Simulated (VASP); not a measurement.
LiGeH3: single point with PBE

The system is LiGeH3.

```xyz
5
Lattice="3.8352 0.0000 0.0000 0.0000 3.8352 0.0000 0.0000 0.0000 3.8352" Properties=species:S:1:pos:R:3 pbc="T T T"
Li    0.0000    0.0000    0.0000
Ge    1.9176    1.9176    1.9176
H     0.0000    1.9176    1.9176
H     1.9176    1.9176    0.0000
H     1.9176    0.0000    1.9176
```

| Quantity | Value |
| --- | --- |
| Program | VASP 6.6.1 |
| Task | single point |
| Functional | PBE |
| Potentials or basis | VASP PAW PBE potentials, release 64 (Li_sv, Ge_d, H) |
| Cutoff | 520 eV |
| k mesh | 10 × 10 × 10 |
| Occupations | gaussian, width 0.1 eV |
| Spin | no spin polarisation |
| Dipole correction | no |
| Further INCAR settings | ALGO = Normal; EDIFF = 1e-07; NBANDS = 18 |

```yaml
Band_gap_on_the_k_mesh: zero (band 10 reaches 3.91 eV, above the bottom of band 11 at 2.89 eV)
```

Levels at points of the mesh, in eV from the Fermi level:
| k point | band 6 | band 7 | band 8 | band 9 | band 10 | band 11 | band 12 | band 13 | band 14 | band 15 |
| --- | --- | --- | --- | --- | --- | --- | --- | --- | --- | --- |
| (0.00, 0.00, 0.00) | -24.84 | -11.89 | -2.81 | -2.81 | -0.37 | -0.37 | -0.37 | 1.58 | 7.93 | 7.93 |
| (0.50, 0.00, 0.00) | -24.84 | -10.80 | -7.14 | -2.49 | 0.65 | 0.65 | 1.28 | 3.45 | 4.78 | 4.78 |
| (0.50, 0.50, 0.00) | -24.84 | -9.45 | -6.67 | -6.67 | 0.18 | 0.33 | 1.39 | 4.41 | 4.41 | 6.85 |
| (0.50, 0.50, 0.50) | -24.84 | -7.64 | -6.10 | -6.10 | -6.10 | 0.76 | 0.76 | 0.76 | 4.59 | 10.41 |

It took 76 s on 1 thread of AMD EPYC 7R13 (shared host), peak memory 0.18 GiB.
